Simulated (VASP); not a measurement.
# MgH2 in VASP: further runs

MgH2 is run at these levels: PBE; tasks: single point, relaxation of cell and atoms.

Everything below comes from runs of VASP 6.6.1. Logs are shortened: lines on timing, memory, paths and dates and some standing lists are left out, and cuts for length are marked.

## (1) The cell of the first run

The typed cell holds 12 atoms: a = 5.403 Å, b = 6.794 Å, c = 6.789 Å, α = 90.35°, β = 89.75°, γ = 89.80°.

## (2) Single point, PBE

The input, INCAR:

```
ALGO = Normal
EDIFF = 1E-6
ENCUT = 520
GGA = PE
ISIF = 2
ISMEAR = 0
LASPH = True
LCHARG = False
LREAL = False
LWAVE = False
NBANDS = 20
NELM = 100
PREC = Accurate
SIGMA = 0.1
```

The input, KPOINTS:

```
k-points
0
Gamma
  4 2 2
```

The input, POSCAR:

```
MgH2
1.0
    0.0095526807      0.0120587190      5.4034517739
    6.7941235150     -0.0208985816      0.0121160738
   -0.0205350907      6.7892683235      0.0147168208
Mg H
4 8
Direct
    0.7510804993      0.3476002059      0.0028188638
    0.2506301354      0.6525346370     -0.0030421759
    0.0006878172      0.0002729789      0.3473865229
    0.5002672802      0.0005811811      0.6525945542
    0.5028668037      0.5054790890      0.0951442016
    0.0050484219      0.4938573890      0.9055208087
    0.8713096655      0.1960296762      0.1995552250
    0.6200058725      0.1962576785      0.8083380235
    0.1182064394      0.8036132857      0.1919975554
    0.3722046210      0.8037444458      0.8003065824
    0.7537226541      0.9058647489      0.5028453729
    0.2539697898      0.0941646841      0.4965344653
```

Potentials or basis: VASP PAW PBE potentials, release 64 (Mg, H).

Started as:

```console
$ cat potpaw_PBE.64/Mg/POTCAR potpaw_PBE.64/H/POTCAR > POTCAR
$ mpirun -np 1 vasp_std > vasp.out
```

OUTCAR:

```text
EDIFF = 1E-6
   ENCUT = 520
   GGA = PE
   ISIF = 2
   ISMEAR = 0
   LASPH = True
   LREAL = False
   NELM = 100
   PREC = Accurate

 ion  position               nearest neighbor table
   1  0.751  0.348  0.003-   7 1.81   8 1.82   5 1.82   6 1.82   2 3.40   2 3.41   3 3.60   4 3.61

   2  0.251  0.653  0.997-  10 1.81   9 1.81   5 1.82   6 1.82   1 3.40   1 3.41   4 3.60   3 3.60

   3  0.001  0.000  0.347-   9 1.81   7 1.81  11 1.82  12 1.82   4 3.40   4 3.41   1 3.60   2 3.60

   4  0.500  0.001  0.653-  10 1.81  11 1.82   8 1.82  12 1.82   3 3.40   3 3.41   2 3.60   1 3.61

   5  0.503  0.505  0.095-   2 1.82   1 1.82
   6  0.005  0.494  0.906-   1 1.82   2 1.82
   7  0.871  0.196  0.200-   3 1.81   1 1.81
   8  0.620  0.196  0.808-   4 1.82   1 1.82
   9  0.118  0.804  0.192-   3 1.81   2 1.81
  10  0.372  0.804  0.800-   2 1.81   4 1.81
  11  0.754  0.906  0.503-   4 1.82   3 1.82
  12  0.254  0.094  0.497-   4 1.82   3 1.82

  LATTYP: Found a triclinic cell.
 ALAT       =     6.7941664601
 B/A-ratio  =     1.4180116785
 C/A-ratio  =     1.6221987483
 COS(alpha) =     0.0003279103
 COS(beta)  =     0.6144293366
 COS(gamma) =     0.7095091913

  Lattice vectors:

 A1 = (  -6.7941235150,   0.0208985816,  -0.0121160738)
 A2 = (  -6.8146586057,   6.8101669051,   0.0026007470)
 A3 = (  -6.7831411050,  -6.7804284609,  -5.4302846685)

Analysis of symmetry for initial positions (statically):
=====================================================================
 Subroutine PRICEL returns:
 Original cell was already a primitive cell.

 Routine SETGRP: Setting up the symmetry group for a
 triclinic supercell.

 Subroutine GETGRP returns: Found  1 space group operations
 (whereof  1 operations were pure point group operations)
 out of a pool of  2 trial point group operations.

The static configuration has the point symmetry C_1 .

Analysis of symmetry for dynamics (positions and initial velocities):
=====================================================================
 Subroutine PRICEL returns:
 Original cell was already a primitive cell.

 Routine SETGRP: Setting up the symmetry group for a
 triclinic supercell.
[... 116 lines left out ...]
   IBRION =     -1    ionic relax: 0-MD 1-quasi-New 2-CG
   NFREE  =      0    steps in history (QN), initial steepest desc. (CG)
   ISIF   =      2    stress and relaxation
   ISYM   =      2    0-nonsym 1-usesym 2-fastsym
   POTIM  = 0.5000    time-step for ionic-motion
   TEBEG  =    0.0;   TEEND  =   0.0 temperature during run
   PSTRESS=    0.0 pullay stress
   NELECT =      16.0000    total number of electrons
   NUPDOWN=      -1.0000    fix difference up-down
   EMIN   =  10.00;   EMAX   =-10.00  energy-range for DOS
   EFERMI =   0.00;   METHOD = LEGACY
   ISMEAR =     0;   SIGMA  =   0.10  broadening in eV -4-tet -1-fermi 0-gaus
   EFERMI_NEDOS =   21; number of points for ismear=-14 and -15
   IALGO  =     38    algorithm
   IMIX   =      4    mixing-type and parameters
     AMIX     =   0.40;   BMIX     =  1.00
     AMIX_MAG =   1.60;   BMIX_MAG =  1.00
  volume/ion in A,a.u.               =      20.77       140.16
  Fermi-wavevector in a.u.,A,eV,Ry     =   0.655503  1.238721  5.846211  0.429684
  Thomas-Fermi vector in A             =   1.726399
   LORBIT       =      0    0 simple, 1 ext, 2 COOP (PROOUT), +10 PAW based schemes
   GGA     = PE    functional components
   LHFCALC =     F    Hartree Fock is set to
   AEXX    =    0.0000 exact exchange contribution
   IVDW    =     0    specifies the selected vdW correction
   LEPSILON=     F    determine dielectric tensor
   LRPA    =     F    only Hartree local field effects (RPA)
 non-spin polarized calculation
 Gauss-broadening in eV      SIGMA  =   0.10
  energy-cutoff  :      520.00
  volume of cell :      249.24
 maximum number of plane-waves:      6734
   NGX = 21   NGY = 25   NGZ = 25

 number of electron      16.0000003 magnetization

 Free energy of the ion-electron system (eV)
  ---------------------------------------------------
  ext. energy  EPLUGINS =         0.00000000
  ---------------------------------------------------
  free energy    TOTEN  =       -33.89169705 eV

  energy without entropy =      -33.89169705  energy(sigma->0) =      -33.89169705

 E-fermi :  -3.4473     XC(G=0):  -5.5790

 val. band max:       -3.9157934995   @ k =   0.2500   0.5000   0.5000
 cond. band min:       1.2073399951   @ k =   0.5000  -0.0000   0.5000
 fundamental gap:      5.1231334946
 Fermi energy:        -3.4472792042

 k-point     1 :       0.0000    0.0000    0.0000
  band No.  band energies     occupation
      1      -7.3003      2.00000
      2      -5.8359      2.00000
      3      -5.1417      2.00000
      4      -5.1251      2.00000
      5      -4.0684      2.00000
      6      -4.0433      2.00000
[... 265 lines left out ...]
     19       5.3186      0.00000
     20       5.3275      0.00000

------------------------ aborting loop because EDIFF is reached ----------------------------------------

  FORCE on cell =-STRESS in cart. coord.  units (eV):
  Direction    XX          YY          ZZ          XY          YZ          ZX
  --------------------------------------------------------------------------------------
  -------------------------------------------------------------------------------------
  Total        0.0223829      0.0284175     -0.0170644     -0.0017602     -0.0625847     -0.0749274
  in kB        0.1438822      0.1826741     -0.1096934     -0.0113147     -0.4023079     -0.4816497
  external PRESSURE =       0.0722876 kB  Pullay stress =       0.0000000 kB

 VOLUME and BASIS-vectors are now :
 -----------------------------------------------------------------------------
  energy-cutoff  :      520.00
  volume of cell :      249.24
      direct lattice vectors                 reciprocal lattice vectors
     0.009552681  0.012058719  5.403451774    -0.000331273 -0.000402167  0.185068370
     6.794123515 -0.020898582  0.012116074     0.147187857  0.000445756 -0.000261206
    -0.020535091  6.789268323  0.014716821     0.000453659  0.147293363 -0.000329512

 POSITION                                       TOTAL-FORCE (eV/Angst)
 -----------------------------------------------------------------------------------
      2.36876      0.02093      4.06268         0.015326     -0.009894     -0.008891
      4.41532      6.75800      1.37685        -0.020110      0.012331     -0.015614
     -0.00527      2.35850      0.00883        -0.002154      0.026027     -0.000566
     -0.00467      4.43666      2.71278         0.013364      0.001407     -0.005059
      3.43714      0.64146      2.72474        -0.001447      0.008627      0.018854
      3.33678      6.13756      0.04659        -0.002185     -0.011465     -0.001618
      1.33608      1.36124      4.71339         0.018756     -0.005392     -0.004146
      1.32272      5.49140      3.36445        -0.009202     -0.007912     -0.000132
      5.45703      1.28815      0.65129        -0.006236     -0.010071      0.014252
      5.44786      5.42119      2.03271        -0.003686     -0.000762     -0.003396
      6.15143      3.40411      4.09108        -0.011701      0.001420      0.012464
      0.63200      3.37220      1.38076         0.009274     -0.004315     -0.006150
 -----------------------------------------------------------------------------------
    total drift:                                0.000010     -0.000037      0.000008

  FREE ENERGIE OF THE ION-ELECTRON SYSTEM (eV)
  ---------------------------------------------------
  free  energy   TOTEN  =       -33.8916970539 eV

  energy  without entropy=      -33.8916970539  energy(sigma->0) =      -33.89169705
```

stdout:

```text
POSCAR found type information on POSCAR MgH
 POSCAR found :  2 types and      12 ions
 scaLAPACK will be used
 LDA part: xc-table for (Slater+PW92), standard interpolation
 POSCAR, INCAR and KPOINTS ok, starting setup
 FFT: planning ... GRIDC
 FFT: planning ... GRID_SOFT
 FFT: planning ... GRID
 WAVECAR not read
 entering main loop
```

It took 61 s on 1 thread of Oxide Virtual Turin-like, shared host; peak memory 0.29 GiB.

What came out:

* Free energy: -33.8917 eV
* Pressure: 0.0 GPa
* Largest force: 0.028 eV/Å
* Band gap on the k mesh: 5.12 eV, indirect (least direct gap 5.24 eV)

Forces on the atoms (eV/Å):
```
Mg   0.015 -0.010 -0.009
Mg  -0.020  0.012 -0.016
Mg  -0.002  0.026 -0.001
Mg   0.013  0.001 -0.005
H   -0.001  0.009  0.019
H   -0.002 -0.011 -0.002
H    0.019 -0.005 -0.004
H   -0.009 -0.008  0.000
H   -0.006 -0.010  0.014
H   -0.004 -0.001 -0.003
H   -0.012  0.001  0.012
H    0.009 -0.004 -0.006
```

Caveat: the k points lie up to 0.46 Å⁻¹ apart. Expect the measured gap to be larger: semilocal functionals such as PBE lack the derivative discontinuity.

(Continued in part 2 of 3.)
